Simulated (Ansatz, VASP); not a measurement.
**PbO in VASP and in Ansatz**

INCAR

```
SYSTEM = PbO
PREC = Accurate ; ENCUT = 520
EDIFF = 1E-7 ; ISMEAR = 0
SIGMA = 0.05 ; LREAL = .False.
LASPH = .True. ; NELM = 60
ALGO = Normal ; ISIF = 2
LWAVE = .False. ; LCHARG = .True.
GGA = PE ; IVDW = 12
LELF = .True. ; LVHAR = .True.
NBANDS = 28
```

KPOINTS

```
Automatic mesh
0
Gamma
  8 8 6
  0 0 0
```

Contents of POSCAR:

```
PbO
1.0
    3.9744000000      0.0000000000      0.0000000000
    0.0000000000      3.9744000000      0.0000000000
    0.0000000000      0.0000000000      5.2731000000
Pb O
2 2
Direct
    0.0000000000      0.5000000000      0.2351000000
    0.5000000000      0.0000000000      0.7649000000
    0.0000000000      0.0000000000      0.0000000000
    0.5000000000      0.5000000000      0.0000000000
```

Input for Ansatz:

```yaml
crystal:
  lattice:
    - [3.9744, 0.0, 0.0]
    - [0.0, 3.9744, 0.0]
    - [0.0, 0.0, 5.2731]
  atoms:
    - { symbol: Pb, position: [0.0, 0.5, 0.2351] }
    - { symbol: Pb, position: [0.5, 0.0, 0.7649] }
    - { symbol: O, position: [0.0, 0.0, 0.0] }
    - { symbol: O, position: [0.5, 0.5, 0.0] }
basis:
  ecutwfc: 420
kpoints:
  mp_grid: { grid: [8, 8, 6] }
hamiltonian:
  xc: pbe
  dispersion: d3bj
scf:
  occupations: { method: gaussian, width: 0.05 }
output:
  forces: true
  stress: true
  eigenvalues: true
```

Change from the starting cell: strain +0.000 along x and y, +0.050 along z, atoms carried along.

Alike in both runs: task single point; functional PBE; dispersion D3(BJ); k mesh 8 × 8 × 6; occupations gaussian, width 0.05 eV; no spin polarisation.

|  | VASP | Ansatz |
| --- | --- | --- |
| version | VASP 6.6.1 | Ansatz 0.2.0 |
| potentials or method | VASP PAW PBE potentials, release 64 (Pb_d, O), cutoff 520 eV | scalar-relativistic, plane waves, PAW |
| valence electrons in the cell | 40 | 40 |

Ansatz gave:

```
gap on the k mesh at the Fermi level (eV)                     : 1.20
least direct gap on the mesh (eV)                             : 2.05
pressure (GPa)                                                : -0.6
traceless stress, the component that is largest in VASP (GPa) : -1.71
rms of the force components (eV/Å)                            : 0.164
```

**Question.** Estimate VASP's values.

**Answer.** gap on the k mesh at the Fermi level (eV): 1.20; least direct gap on the mesh (eV): 2.05; pressure (GPa): -0.6; traceless stress, the component that is largest in VASP (GPa): -1.72; rms of the force components (eV/Å): 0.149.

Atom by atom the forces differ by 0.015 eV/Å (rms over components).

Spin-orbit coupling is off throughout.
